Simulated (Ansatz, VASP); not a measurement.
**SnSe2 in VASP and in Ansatz**

```
CELL_PARAMETERS angstrom
3.81100 0.00000 0.00000
-1.90550 3.30042 0.00000
0.00000 0.00000 6.13600
ATOMIC_POSITIONS crystal
Sn 0.00000 0.00000 0.00000
Se 0.33333 0.66667 0.24900
Se 0.66667 0.33333 0.75100
```

Alike in both runs: task relaxation of cell and atoms; functional r2SCAN; k mesh 6 × 6 × 4; no spin polarisation.

|  | VASP | Ansatz |
| --- | --- | --- |
| version | VASP 6.6.1 | Ansatz 0.2.0 |
| potentials or method | VASP PAW PBE potentials, release 64 (Sn_d, Se), cutoff 600 eV | plane waves, PAW |
| occupations | gaussian, width 0.01 eV | fixed |
| valence electrons in the cell | 26 | 46 |

```csv
,VASP,Ansatz,Ansatz less VASP
relaxed volume (Å³/atom),27.78,27.80,+0.020
relaxed cell length with the largest relative difference (Å),6.506,6.520,+0.0136
```

VASP's potentials were made for PBE, not for r2SCAN. VASP's potentials hold 26 valence electrons a cell and Ansatz's 46, so a difference there can come from the potentials and not from the codes.
